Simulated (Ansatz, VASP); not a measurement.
BaZrO3 in VASP and in Ansatz

File INCAR:

```
SYSTEM = BaZrO3
PREC = Accurate
ENCUT = 600
EDIFF = 1E-7
ISMEAR = 0
SIGMA = 0.1
LREAL = .FALSE.
LASPH = .TRUE.
NELM = 60
ALGO = Normal
ISIF = 3
LWAVE = .FALSE.
LCHARG = .FALSE.
GGA = PE
IBRION = 2
NSW = 100
EDIFFG = -0.01
```

The input KPOINTS:

```
regular mesh
0
G
  12 12 6
  0 0 0
```

The input POSCAR:

```
BaZrO3
1.0
    4.1516274228      0.0000000000      0.0000000000
   -2.0758137114      3.5954148152      0.0000000000
    0.0000000000      0.0000000000      7.7841881508
Ba Zr O
1 1 3
Direct
    0.0000000000      0.0000000000      0.5000000000
    0.3333333333      0.6666666667      0.0000000000
    0.6666666667      0.3333333333      0.5000000000
    0.3333333333      0.6666666667      0.7565393976
    0.3333333333      0.6666666667      0.2434606024
```

Input for Ansatz:

```yaml
crystal:
  lattice:
    - [4.1516275921, 0.0, 0.0]
    - [-2.0758137961, 3.5954149618, 0.0]
    - [0.0, 0.0, 7.7841847073]
  atoms:
    - { symbol: Ba, position: [0.0, 0.0, 0.5] }
    - { symbol: Zr, position: [0.3333333333, 0.6666666667, 0.0] }
    - { symbol: O, position: [0.6666666667, 0.3333333333, 0.5] }
    - { symbol: O, position: [0.3333333333, 0.6666666667, 0.7565393509] }
    - { symbol: O, position: [0.3333333333, 0.6666666667, 0.2434606491] }
basis:
  ecutwfc: 420
kpoints:
  mp_grid: { grid: [12, 12, 6] }
hamiltonian:
  xc: pbe
scf:
  occupations: { method: gaussian, width: 0.1 }
output:
  forces: true
  stress: true
  eigenvalues: true
  write_density: true
  write_potential: true
  elf: true
  volumetric_format: npy
relax:
  adjacent_minimum: "off"
  f_tol: 0.01
  max_steps: 80
  cell: { stress_tol: 0.05 }
```

Alike in both runs: task relaxation of cell and atoms; functional PBE; k mesh 12 × 12 × 6; occupations gaussian, width 0.1 eV; no spin polarisation.

```csv
,VASP,Ansatz
version,VASP 6.6.1,Ansatz 0.2.0
potentials or method,"VASP PAW PBE potentials, release 64 (Ba_sv, Zr_sv, O), cutoff 600 eV","scalar-relativistic, plane waves, PAW"
valence electrons in the cell,40,40
```

```csv
,VASP,Ansatz,Ansatz less VASP
"gap on the k mesh at the Fermi level, each at its own relaxed structure (eV)",none,none,-
relaxed volume (Å³/atom),24.01,23.45,-0.556
relaxed cell length with the largest relative difference (Å),4.215,4.161,-0.0545
```

A gap of «none» marks a metal or a gap that the smearing closes.

Neither program's run includes spin-orbit coupling.
